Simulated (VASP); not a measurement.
CdTe, 2 atoms in the cell. The structure is tetragonal, space group I-4m2 (No. 119). Conventional cell: a = 4.601 Å, b = 4.601 Å, c = 6.410 Å, α = 90.00°, β = 90.00°, γ = 90.00°. Within 3.7 Å of Cd (site symmetry -4m2) lie 4 Te at 2.80 Å. Te (site symmetry -4m2) has 4 Cd at 2.80 Å within 3.7 Å.  This cell differs from its parent crystal: strain +0.015 along x and y, +0.000 along z.

* Program: VASP 6.6.1
* Task: single point
* Functional: PBE
* Potentials or basis: VASP PAW PBE potentials, release 64 (Cd, Te)
* Cutoff: 520 eV
* k mesh: 8 × 8 × 8
* Occupations: gaussian, width 0.05 eV
* Spin: no spin polarisation
* Dipole correction: no
* Further INCAR settings: ALGO = Normal; EDIFF = 1e-06; NBANDS = 16

Potentials or basis: VASP PAW PBE potentials, release 64 (Cd, Te).

The run is started by

```sh
$ cat potpaw_PBE.64/Cd/POTCAR potpaw_PBE.64/Te/POTCAR > POTCAR
$ mpirun -np 1 vasp_std > vasp.out
```

Hardware: 1 thread of Intel Xeon 8259CL, with other jobs on the host.

**Question.** How long does it take, and how much memory?

**Answer.** Wall time 86 s on 1 thread of Intel Xeon 8259CL, on a shared host, peak memory 0.25 GiB. Counts: scf iterations 12, k points 59.
